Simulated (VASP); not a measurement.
# TiB (Pnma) in VASP: a series of runs

TiB is run at these levels: r2SCAN; tasks: single point.

Program: VASP 6.6.1. These are calculated values, not measurements. Logs are shortened: lines on timing, memory, paths and dates and some standing lists are left out, and cuts for length are marked.

## Step 1: The cell of the first run

Symmetry: Pnma, No. 62, orthorhombic system. Conventional cell: a = 5.912 Å, b = 2.960 Å, c = 4.408 Å, α = 90.00°, β = 90.00°, γ = 90.00°. Ti (site symmetry m) has 7 B at 2.28 to 2.44 Å and 8 Ti at 2.77 to 2.96 Å within 3.0 Å. Within 2.5 Å of B (site symmetry m) lie 2 B at 1.77 Å and 7 Ti at 2.28 to 2.44 Å.

## Step 2: Single point, r2SCAN (9.64 Å³/atom)

POSCAR

```
TiB
1.0
    5.9118684519      0.0000000000      0.0000000000
    0.0000000000      2.9596301428      0.0000000000
    0.0000000000      0.0000000000      4.4075902190
Ti B
4 4
Direct
    0.1767229279      0.2500000000      0.1202993764
    0.8232770721      0.7500000000      0.8797006236
    0.3232770721      0.7500000000      0.6202993764
    0.6767229279      0.2500000000      0.3797006236
    0.0309892906      0.2500000000      0.6021882099
    0.9690107094      0.7500000000      0.3978117901
    0.4690107094      0.7500000000      0.1021882099
    0.5309892906      0.2500000000      0.8978117901
```

INCAR.step1

```
SYSTEM = TiB
ALGO     = Normal         ! electronic algorithm
EDIFF    = 1E-4           ! SCF threshold, eV
ENCUT    = 520            ! plane-wave cutoff, eV
GGA      = PE             ! functional
ISMEAR   = 0              ! smearing method
LASPH    = .True.         ! aspherical terms in the spheres
LCHARG   = .False.        ! write CHGCAR
LREAL    = .False.        ! projectors in reciprocal space
LWAVE    = .True.         ! write WAVECAR
NBANDS   = 40             ! bands
NELM     = 100            ! most SCF steps
PREC     = Accurate       ! precision mode
SIGMA    = 0.1            ! smearing width, eV
```

INCAR.step2

```
SYSTEM = TiB
ALGO     = Normal         ! electronic algorithm
EDIFF    = 1E-7           ! SCF threshold, eV
ENCUT    = 520            ! plane-wave cutoff, eV
ISIF     = 2              ! what is computed and relaxed
ISMEAR   = 0              ! smearing method
ISTART   = 1            
LASPH    = .True.         ! aspherical terms in the spheres
LCHARG   = .True.         ! write CHGCAR
LELF     = .True.         ! ELF
LMIXTAU  = .True.       
LREAL    = .False.        ! projectors in reciprocal space
LVHAR    = .True.       
LWAVE    = .False.        ! write WAVECAR
METAGGA  = R2SCAN         ! meta-GGA
NBANDS   = 40             ! bands
NELM     = 100            ! most SCF steps
PREC     = Accurate       ! precision mode
SIGMA    = 0.1            ! smearing width, eV
```

KPOINTS

```
k-points
0
Gamma
  6 12 8
  0 0 0
```

Potentials or basis: VASP PAW PBE potentials, release 64 (Ti_sv, B).

Launch:

```bash
$ cat potpaw_PBE.64/Ti_sv/POTCAR potpaw_PBE.64/B/POTCAR > POTCAR
$ cp INCAR.step1 INCAR
$ mpirun -np 1 vasp_std > vasp.out
$ cp INCAR.step2 INCAR
$ mpirun -np 1 vasp_std > vasp.out
```

OUTCAR:

```text
SYSTEM = TiB
   EDIFF = 1E-7
   ENCUT = 520
   ISIF = 2
   ISMEAR = 0
   ISTART = 1
   LASPH = .True.
   LREAL = .False.
   METAGGA = R2SCAN
   NELM = 100
   PREC = Accurate

 ion  position               nearest neighbor table
   1  0.177  0.250  0.120-   7 2.28   7 2.28   6 2.28   6 2.28   5 2.29   8 2.31   5 2.44   2 2.77
                             2 2.77   3 2.79   3 2.79   3 2.79   3 2.79
   2  0.823  0.750  0.880-   8 2.28   8 2.28   5 2.28   5 2.28   6 2.29   7 2.31   6 2.44   1 2.77
                             1 2.77   4 2.79   4 2.79   4 2.79   4 2.79
   3  0.323  0.750  0.620-   5 2.28   5 2.28   8 2.28   8 2.28   7 2.29   6 2.31   7 2.44   4 2.77
                             4 2.77   1 2.79   1 2.79   1 2.79   1 2.79
   4  0.677  0.250  0.380-   6 2.28   6 2.28   7 2.28   7 2.28   8 2.29   5 2.31   8 2.44   3 2.77
                             3 2.77   2 2.79   2 2.79   2 2.79   2 2.79
   5  0.031  0.250  0.602-   6 1.77   6 1.77   3 2.28   3 2.28   2 2.28   2 2.28   1 2.29   4 2.31
                             1 2.44
   6  0.969  0.750  0.398-   5 1.77   5 1.77   4 2.28   4 2.28   1 2.28   1 2.28   2 2.29   3 2.31
                             2 2.44
   7  0.469  0.750  0.102-   8 1.77   8 1.77   1 2.28   1 2.28   4 2.28   4 2.28   3 2.29   2 2.31
                             3 2.44
   8  0.531  0.250  0.898-   7 1.77   7 1.77   2 2.28   2 2.28   3 2.28   3 2.28   4 2.29   1 2.31
                             4 2.44

  LATTYP: Found a simple orthorhombic cell.
 ALAT       =     2.9596301428
 B/A-ratio  =     1.4892368324
 C/A-ratio  =     1.9975024468

  Lattice vectors:

 A1 = (   0.0000000000,   2.9596301428,   0.0000000000)
 A2 = (   0.0000000000,   0.0000000000,   4.4075902190)
 A3 = (   5.9118684519,   0.0000000000,   0.0000000000)

Analysis of symmetry for initial positions (statically):
=====================================================================
 Subroutine PRICEL returns:
 Original cell was already a primitive cell.

 Routine SETGRP: Setting up the symmetry group for a
 simple orthorhombic supercell.

 Subroutine GETGRP returns: Found  8 space group operations
 (whereof  2 operations were pure point group operations)
 out of a pool of  8 trial point group operations.

The static configuration has the point symmetry S_2 .
 The point group associated with its full space group is D_2h.

Analysis of symmetry for dynamics (positions and initial velocities):
=====================================================================
 Subroutine PRICEL returns:
 Original cell was already a primitive cell.

 Routine SETGRP: Setting up the symmetry group for a
 simple orthorhombic supercell.

 Subroutine GETGRP returns: Found  8 space group operations
 (whereof  2 operations were pure point group operations)
 out of a pool of  8 trial point group operations.

The dynamic configuration has the point symmetry S_2 .
 The point group associated with its full space group is D_2h.

 Subroutine INISYM returns: Found  8 space group operations
 (whereof  2 operations are pure point group operations),
 and found     1 'primitive' translations

----------------------------------------------------------------------------------------

                                     Primitive cell

  volume of cell :      77.1194

  direct lattice vectors                    reciprocal lattice vectors
     5.911868452  0.000000000  0.000000000     0.169151260  0.000000000  0.000000000
     0.000000000  2.959630143  0.000000000     0.000000000  0.337880057  0.000000000
     0.000000000  0.000000000  4.407590219     0.000000000  0.000000000  0.226881346

  length of vectors
     5.911868452  2.959630143  4.407590219     0.169151260  0.337880057  0.226881346

  position of ions in fractional coordinates (direct lattice)
     0.176722928  0.250000000  0.120299376
     0.823277072  0.750000000  0.879700624
     0.323277072  0.750000000  0.620299376
     0.676722928  0.250000000  0.379700624
     0.030989291  0.250000000  0.602188210
     0.969010709  0.750000000  0.397811790
     0.469010709  0.750000000  0.102188210
     0.530989291  0.250000000  0.897811790

  ion indices of the primitive-cell ions
   primitive index   ion index
                 1           1
                 2           2
                 3           3
                 4           4
                 5           5
                 6           6
                 7           7
                 8           8

----------------------------------------------------------------------------------------

 KPOINTS: k-points

Automatic generation of k-mesh.
 Grid dimensions read from file:
 generate k-points for:    6   12    8

 Generating k-lattice:

  Cartesian coordinates                     Fractional coordinates (reciprocal lattice)
     0.028191877  0.000000000  0.000000000     0.166666667  0.000000000  0.000000000
     0.000000000  0.028156671  0.000000000     0.000000000  0.083333333  0.000000000
     0.000000000  0.000000000  0.028360168     0.000000000  0.000000000  0.125000000

  Length of vectors
     0.028191877  0.028156671  0.028360168

  Shift w.r.t. Gamma in fractional coordinates (k-lattice)
     0.000000000  0.000000000  0.000000000

 Subroutine IBZKPT returns following result:
 ===========================================

 Found    140 irreducible k-points:

 Following reciprocal coordinates:
            Coordinates               Weight
  0.000000  0.000000  0.000000      1.000000
  0.166667  0.000000  0.000000      2.000000
  0.333333  0.000000  0.000000      2.000000
  0.500000  0.000000  0.000000      1.000000
  0.000000  0.083333  0.000000      2.000000
  0.166667  0.083333  0.000000      4.000000
[... 16 lines left out ...]
  0.333333  0.416667  0.000000      4.000000
  0.500000  0.416667  0.000000      2.000000
 [... further k-points ...]
   k-points           NKPTS =    140   k-points in BZ     NKDIM =    140   number of bands    NBANDS=     40
   number of dos      NEDOS =    301   number of ions     NIONS =      8
   total plane-waves  NPLWV =  41472
   dimension x,y,z NGX =    48 NGY =   24 NGZ =   36
   dimension x,y,z NGXF=    96 NGYF=   48 NGZF=   72
   ions per type =               4   4
   NGX,Y,Z   is equivalent  to a cutoff of  13.50, 13.48, 13.58 a.u.
   NGXF,Y,Z  is equivalent  to a cutoff of  27.00, 26.96, 27.16 a.u.
 SYSTEM =  TiB
   PREC   = accura    normal or accurate (medium, high low for compatibility)
   ISTART =      1    job   : 0-new  1-cont  2-samecut
   ICHARG =      0    charge: 1-file 2-atom 10-const
   ISPIN  =      1    spin polarized calculation?
   LNONCOLLINEAR =      F non collinear calculations
   LSORBIT =      F    spin-orbit coupling
   LASPH  =      T    aspherical Exc in radial PAW
   ENCUT  =  520.0 eV  38.22 Ry    6.18 a.u.  10.99  5.50  8.20*2*pi/ulx,y,z
   NELM   =    100;   NELMIN=  2; NELMDL=  0     # of ELM steps
   EDIFF  = 0.1E-06   stopping-criterion for ELM
   LREAL  =      F    real-space projection
   EDIFFG = 0.1E-05   stopping-criterion for IOM
   NSW    =      0    number of steps for IOM
   IBRION =     -1    ionic relax: 0-MD 1-quasi-New 2-CG
   NFREE  =      0    steps in history (QN), initial steepest desc. (CG)
   ISIF   =      2    stress and relaxation
   ISYM   =      2    0-nonsym 1-usesym 2-fastsym
   POTIM  = 0.5000    time-step for ionic-motion
   TEBEG  =    0.0;   TEEND  =   0.0 temperature during run
   PSTRESS=    0.0 pullay stress
   NELECT =      60.0000    total number of electrons
   NUPDOWN=      -1.0000    fix difference up-down
   EMIN   =  10.00;   EMAX   =-10.00  energy-range for DOS
   EFERMI =   0.00;   METHOD = LEGACY
   ISMEAR =     0;   SIGMA  =   0.10  broadening in eV -4-tet -1-fermi 0-gaus
   EFERMI_NEDOS =   21; number of points for ismear=-14 and -15
   IALGO  =     38    algorithm
   IMIX   =      4    mixing-type and parameters
     AMIX     =   0.40;   BMIX     =  1.00
     AMIX_MAG =   1.60;   BMIX_MAG =  1.00
  volume/ion in A,a.u.               =       9.64        65.05
  Fermi-wavevector in a.u.,A,eV,Ry     =   1.505697  2.845354 30.846067  2.267122
  Thomas-Fermi vector in A             =   2.616511
   LORBIT       =      0    0 simple, 1 ext, 2 COOP (PROOUT), +10 PAW based schemes
   METAGGA = R2SCAN    functional components
   LHFCALC =     F    Hartree Fock is set to
   AEXX    =    0.0000 exact exchange contribution
   IVDW    =     0    specifies the selected vdW correction
   LEPSILON=     F    determine dielectric tensor
   LRPA    =     F    only Hartree local field effects (RPA)
 non-spin polarized calculation
 Gauss-broadening in eV      SIGMA  =   0.10
  energy-cutoff  :      520.00
  volume of cell :       77.12
 maximum number of plane-waves:      2104
 NGX is ok and might be reduce to    48
   NGX = 21   NGY = 11   NGZ = 17

 number of electron      59.9999987 magnetization

 Free energy of the ion-electron system (eV)
  ---------------------------------------------------
  ext. energy  EPLUGINS =         0.00000000
  ---------------------------------------------------
  free energy    TOTEN  =       -87.74720286 eV

  energy without entropy =      -87.73014920  energy(sigma->0) =      -87.73867603

 E-fermi :   9.8194     XC(G=0): -13.8802

 val. band max:        9.8163432265   @ k =   0.0000   0.4167   0.3750
 cond. band min:       9.8240803039   @ k =   0.5000   0.2500   0.1250
 fundamental gap:      0.0077370774
 Fermi energy:         9.8193957149

 k-point     1 :       0.0000    0.0000    0.0000
  band No.  band energies     occupation
      1     -48.5530      2.00000
      2     -48.4598      2.00000
      3     -48.3928      2.00000
      4     -48.3349      2.00000
      5     -24.0840      2.00000
      6     -24.0784      2.00000
[... 32 lines left out ...]
     39      13.3846      0.00000
     40      14.1128      0.00000

 k-point     2 :       0.1667    0.0000    0.0000
  band No.  band energies     occupation
      1     -48.5484      2.00000
      2     -48.4704      2.00000
      3     -48.3845      2.00000
      4     -48.3371      2.00000
      5     -24.0875      2.00000
      6     -24.0844      2.00000
[... 939 lines left out ...]
  band No.  band energies     occupation
      1     -48.4210      2.00000
      2     -48.4210      2.00000
      3     -48.3790      2.00000
      4     -48.3790      2.00000
      5     -23.9754      2.00000
      6     -23.9754      2.00000
[... 32 lines left out ...]
     39      14.0945      0.00000
     40      14.0945      0.00000

 [... further k-points ...]

------------------------ aborting loop because EDIFF is reached ----------------------------------------

  FORCE on cell =-STRESS in cart. coord.  units (eV):
  Direction    XX          YY          ZZ          XY          YZ          ZX
  --------------------------------------------------------------------------------------
  -------------------------------------------------------------------------------------
  Total       12.2225356     12.1544840     12.1759505      0.0000000      0.0000000      0.0000000
  in kB      253.9267656    252.5129721    252.9589462      0.0000000      0.0000000      0.0000000
  external PRESSURE =     253.1328946 kB  Pullay stress =       0.0000000 kB

 VOLUME and BASIS-vectors are now :
 -----------------------------------------------------------------------------
  energy-cutoff  :      520.00
  volume of cell :       77.12
      direct lattice vectors                 reciprocal lattice vectors
     5.911868452  0.000000000  0.000000000     0.169151260  0.000000000  0.000000000
     0.000000000  2.959630143  0.000000000     0.000000000  0.337880057  0.000000000
     0.000000000  0.000000000  4.407590219     0.000000000  0.000000000  0.226881346

 POSITION                                       TOTAL-FORCE (eV/Angst)
 -----------------------------------------------------------------------------------
      1.04476      0.73991      0.53023        -0.006995      0.000000     -0.008585
      4.86711      2.21972      3.87736         0.006995     -0.000000      0.008585
      1.91117      2.21972      2.73403         0.006995     -0.000000     -0.008585
      4.00070      0.73991      1.67356        -0.006995      0.000000      0.008585
      0.18320      0.73991      2.65420         0.003670     -0.000000      0.004783
      5.72866      2.21972      1.75339        -0.003670      0.000000     -0.004783
      2.77273      2.21972      0.45040        -0.003670      0.000000      0.004783
      3.13914      0.73991      3.95719         0.003670      0.000000     -0.004783
 -----------------------------------------------------------------------------------
    total drift:                                0.000000      0.000000     -0.000000

  FREE ENERGIE OF THE ION-ELECTRON SYSTEM (eV)
  ---------------------------------------------------
  free  energy   TOTEN  =       -87.7472028648 eV

  energy  without entropy=      -87.7301491978  energy(sigma->0) =      -87.73867603
```

It took 13 min on 1 thread of Intel Xeon 6975P-C (Granite Rapids), shared host; peak memory 0.43 GiB.

What came out:

| Item | Value |
| --- | --- |
| Free energy | -87.7472 eV |
| Pressure | 25.3 GPa |
| Largest force | 0.011 eV/Å |
| Band gap on the k mesh | zero (bands 30 and 31 overlap by 2.01 eV) |

Forces on the atoms (eV/Å):
```
Ti  -0.007  0.000 -0.009
Ti   0.007  0.000  0.009
Ti   0.007  0.000 -0.009
Ti  -0.007  0.000  0.009
B    0.004  0.000  0.005
B   -0.004  0.000 -0.005
B   -0.004  0.000  0.005
B    0.004  0.000 -0.005
```

Stress tensor (GPa, compression positive):
```
25.39  0.00  0.00
 0.00 25.25  0.00
 0.00  0.00 25.30
```

Caveat: the cell stands under pressure; the PAW data sets were made with another functional, which shifts forces and pressure a little.

(Continued in part 2 of 2.)
